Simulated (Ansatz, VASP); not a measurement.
**CuH3 in VASP and in Ansatz**

Contents of INCAR:

```
SYSTEM = CuH3
PREC = Accurate ; ENCUT = 600
EDIFF = 1E-7 ; ISMEAR = 0
SIGMA = 0.1 ; LREAL = .FALSE.
LASPH = .TRUE. ; NELM = 120
ALGO = Normal ; ISIF = 3
LWAVE = .FALSE. ; LCHARG = .FALSE.
GGA = PE ; IBRION = 2
NSW = 90 ; EDIFFG = -0.04
GGA_COMPAT = .FALSE. ; NELMIN = 4
```

KPOINTS

```
regular mesh
0
G
  6 6 6
  0 0 0
```

The input POSCAR:

```
CuH3
1.0
    3.2268025544      0.0000000000      0.0000000000
    0.0000000000      3.2268025544      0.0000000000
    0.0000000000      0.0000000000      3.2268025544
Cu H
1 3
Direct
    0.5000000000      0.5000000000      0.5000000000
    0.5000000000      0.5000000000      0.0000000000
    0.5000000000      0.0000000000      0.5000000000
    0.0000000000      0.5000000000      0.5000000000
```

Input for Ansatz:

```yaml
crystal:
  lattice:
    - [3.2268025544, 0.0, 0.0]
    - [0.0, 3.2268025544, 0.0]
    - [0.0, 0.0, 3.2268025544]
  atoms:
    - { symbol: Cu, position: [0.5, 0.5, 0.5] }
    - { symbol: H, position: [0.5, 0.5, 0.0] }
    - { symbol: H, position: [0.5, 0.0, 0.5] }
    - { symbol: H, position: [0.0, 0.5, 0.5] }
basis:
  ecutwfc: 420
kpoints:
  mp_grid: { grid: [6, 6, 6] }
hamiltonian:
  xc: pbe
scf:
  occupations: { method: gaussian, width: 0.1 }
  lower_state_search: "off"
output:
  forces: true
  stress: true
  eigenvalues: true
relax:
  adjacent_minimum: "off"
  f_tol: 0.04
  max_steps: 70
  cell: { stress_tol: 0.4 }
```

Alike in both runs: task relaxation of cell and atoms; functional PBE; k mesh 6 × 6 × 6; occupations gaussian, width 0.1 eV; no spin polarisation.

|  | VASP | Ansatz |
| --- | --- | --- |
| version | VASP 6.6.1 | Ansatz 0.2.0 |
| potentials or method | VASP PAW PBE potentials, release 64 (Cu, H), cutoff 600 eV | scalar-relativistic, plane waves, PAW |
| valence electrons in the cell | 14 | 22 |

```tsv
	VASP	Ansatz	Ansatz less VASP
gap on the k mesh at the Fermi level, each at its own relaxed structure (eV)	none	none	-
relaxed volume (Å³/atom)	8.40	8.36	-0.040
relaxed cell length with the largest relative difference (Å)	3.227	3.222	-0.0052
```

A gap of «none» marks a metal or a gap that the smearing closes. VASP's potentials hold 14 valence electrons a cell and Ansatz's 22, so a difference there can come from the potentials and not from the codes.

Noted on VASP's run: the relaxation stopped at its first step, so nothing moved.
